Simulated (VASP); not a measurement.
Here is a VASP 6.6.1 calculation.

Contents of INCAR:

```
PREC = Accurate ; ENCUT = 500
EDIFF = 1E-7 ; ISMEAR = 0
SIGMA = 0.1 ; LREAL = False
LASPH = True ; NELM = 120
ALGO = Normal ; ISIF = 3
LWAVE = False ; LCHARG = False
GGA = PE ; IBRION = 2
NSW = 90 ; EDIFFG = -0.04
GGA_COMPAT = False ; NELMIN = 4
```

KPOINTS

```
Automatic mesh
0
Gamma
  6 6 4
```

POSCAR

```
Ta2H3
1.0
    3.5856031300      0.0000000000      0.0000000000
   -1.7928015700      3.1052234000      0.0000000000
    0.0000000000      0.0000000000      6.1971733100
Ta H
2 3
Direct
    0.0000000000      0.0000000000      0.2756286800
    0.0000000000      0.0000000000      0.7243713200
    0.0000000000      0.0000000000      0.5000000000
    0.3333333300      0.6666666700      0.0000000000
    0.6666666700      0.3333333300      0.0000000000
```

Potentials or basis: VASP PAW PBE potentials, release 64 (Ta_sv_GW, H).

Run with:

```bash
$ cat potpaw_PBE.64/Ta_sv_GW/POTCAR potpaw_PBE.64/H/POTCAR > POTCAR
$ mpirun -np 1 vasp_std > vasp.out
```

Problem. Predict the band gap on the k mesh.

Solution. Zero (an odd number of electrons rules out a gap without spin polarisation).

Problem. What does it give for the relaxed cell?

Solution. a = 2.973 Å, b = 2.973 Å, c = 6.543 Å, α = 90.00°, β = 90.00°, γ = 120.00°.

Forces on the atoms (eV/Å):
```
Ta   0.000  0.000 -0.002
Ta   0.000  0.000  0.002
H    0.000  0.000  0.000
H    0.000  0.000  0.000
H    0.000  0.000  0.000
```

Caveat: the highest band is partly filled, so the run has too few bands; spin-orbit coupling is left out, which moves the levels of the heavy elements; an odd number of electrons without spin polarisation forces a metal; a magnetic or distorted state may lie lower.
